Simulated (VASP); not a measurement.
Here is a VASP 6.6.1 calculation.

The input INCAR:

```
PREC = Accurate ; ENCUT = 520
EDIFF = 1E-6 ; ISMEAR = 0
SIGMA = 0.1 ; LREAL = F
LASPH = T ; NELM = 100
ALGO = Normal ; ISIF = 2
LWAVE = F ; LCHARG = F
GGA = PE ; IVDW = 12
NBANDS = 16
```

File KPOINTS:

```
Automatic mesh
0
Gamma
  21 21 21
```

File POSCAR:

```
C
1.0
    1.2324212156      0.7115387206      6.9402570177
   -1.2324212156      0.7115387206      6.9402570177
    0.0000000000     -1.4230774412      6.9402570177
C
4
Direct
    0.0810628915      0.0810628915      0.0810628915
    0.9189371085      0.9189371085      0.9189371085
    0.2522507446      0.2522507446      0.2522507446
    0.7477492554      0.7477492554      0.7477492554
```

Potentials or basis: VASP PAW PBE potentials, release 64 (C).

The run is started by

```bash
$ cat potpaw_PBE.64/C/POTCAR > POTCAR
$ mpirun -np 1 vasp_std > vasp.out
```

Q: Estimate the dispersion energy per atom.

A: -0.150 eV.

Q: Estimate the band gap on the k mesh.

A: 0.24 eV, direct.

Q: Estimate the pressure.

A: 0.4 GPa.

Stress tensor (GPa, compression positive):
```
 0.68  0.00  0.00
 0.00  0.68  0.00
 0.00  0.00 -0.10
```

A k mesh can miss the band edges.
